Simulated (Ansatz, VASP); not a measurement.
# AgIr2 in VASP and in Ansatz

```xyz
3
Lattice="4.4684 0.0000 0.0000 -2.2342 3.8698 0.0000 0.0000 0.0000 2.7413" Properties=species:S:1:pos:R:3 pbc="T T T"
Ag    0.0000    0.0000    0.0000
Ir    0.0000    2.5799    1.3707
Ir    2.2342    1.2899    1.3707
```

Alike in both runs: functional PBE; k mesh 12 × 12 × 16; occupations gaussian, width 0.1 eV; no spin polarisation.

Ansatz relaxed the structure, and its values are those at the end. VASP's run is a single point on that final structure, the one shown.

```csv
,VASP,Ansatz
version,VASP 6.6.1,Ansatz 0.2.0
potentials or method,"VASP PAW PBE potentials, release 64 (Ag, Ir), cutoff 520 eV","scalar-relativistic, plane waves, PAW"
valence electrons in the cell,29,53
```

```csv
,VASP,Ansatz,Ansatz less VASP
gap on the k mesh at the Fermi level (eV),none,none,-
pressure (GPa),0.0,0.0,-0.02
```

A gap of «none» marks a metal or a gap that the smearing closes. With one functional, cell and mesh, what is left measures potentials, basis and numerics. VASP's potentials hold 29 valence electrons a cell and Ansatz's 53, so a difference there can come from the potentials and not from the codes.

Neither program's run includes spin-orbit coupling.
